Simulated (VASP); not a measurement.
Write the native input for VASP 6.6.1 that does the following.

- Task: single point
- Functional: RPBE
- Dispersion: D3(BJ)
- Potentials or basis: VASP PAW PBE potentials, release 64 (In_d)
- Cutoff: 520 eV
- k mesh: 10 × 10 × 10
- Occupations: fermi-dirac, width 0.05 eV
- Spin: no spin polarisation
- Dipole correction: no
- Further INCAR settings: ALGO = Fast; EDIFF = 1e-06; NBANDS = 12

The structure of In lies in POSCAR:

```
In
1.0
   -1.7169227518      1.7169227518      1.7169227518
    1.7169227518     -1.7169227518      1.7169227518
    1.7169227518      1.7169227518     -1.7169227518
In
1
Direct
    0.0000000000      0.0000000000      0.0000000000
```

These files were run (other wordings do the same):

INCAR

```
  ALGO = Fast
  EDIFF = 1E-6
  ENCUT = 520
  GGA = RP
  ISIF = 2
  ISMEAR = -1
  IVDW = 12
  LASPH = T
  LCHARG = T
  LELF = T
  LREAL = F
  LVHAR = T
  LWAVE = F
  NBANDS = 12
  NELM = 80
  PREC = Accurate
  SIGMA = 0.05
```

KPOINTS

```
k-points
0
Gamma
  10 10 10
```

Potentials or basis: VASP PAW PBE potentials, release 64 (In_d).

Run with:

```bash
$ cat potpaw_PBE.64/In_d/POTCAR > POTCAR
$ mpirun -np 1 vasp_std > vasp.out
```

Results of the run:

```json
{
  "Pressure": "0.5 GPa",
  "Dispersion energy per atom": "-2.884 eV"
}
```

Caveat: the PAW data sets were made with another functional, which shifts forces and pressure a little; pairwise dispersion overbinds metals, which lowers pressure and volume.

It took 10 s on 1 thread of AMD EPYC 7R13 Processor (Zen 3), on a shared host, peak memory 0.12 GiB.
